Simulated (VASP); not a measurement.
Sn3Te2O: single point with PBE

Sn3Te2O:

```
Sn Te O
1.0
     7.25876    0.00000    0.00000
    -3.62938    6.28627    0.00000
     0.00000    0.00000    4.57919
Sn Te O
3 2 1
Direct
  0.50000 0.00000 0.50000
  0.50000 0.50000 0.50000
  0.00000 0.50000 0.50000
  0.33333 0.66667 0.00000
  0.66667 0.33333 0.00000
  0.00000 0.00000 0.00000
```

The cell was built from a structure type or drawn by symmetry, and may not be a known phase.

```
Program             : VASP 6.6.1
Task                : single point
Functional          : PBE
Potentials or basis : VASP PAW PBE potentials, release 64 (Sn_d, Te, O)
Cutoff              : 520 eV
k mesh              : 3 × 3 × 4
Occupations         : gaussian, width 0.1 eV
Spin                : no spin polarisation
```

```yaml
Pressure: 0.1 GPa
Band_gap_on_the_k_mesh: zero (bands 30 and 31 overlap by 0.12 eV)
```

Stress tensor (GPa, compression positive):
```
0.05 0.00 0.00
0.00 0.05 0.00
0.00 0.00 0.20
```

Levels at points of the mesh, in eV from the Fermi level:
```tsv
k point	band 26	band 27	band 28	band 29	band 30	band 31	band 32	band 33	band 34	band 35
(0.00, 0.00, 0.00)	-1.23	-0.20	-0.20	-0.16	-0.16	-0.10	0.90	0.90	1.06	1.06
(0.00, 0.00, 0.50)	-1.68	-1.13	-1.13	-0.39	-0.01	-0.01	0.87	1.74	3.35	3.35
```

Run time: 110 s on 1 thread of AMD EPYC 7R43 64-Core Processor (Zen 3), on a shared host, peak memory 0.3 GiB.

Caveat: semilocal functionals underestimate gaps, so a narrow gap can read as zero; spin-orbit coupling is left out, which moves the levels of the heavy elements.
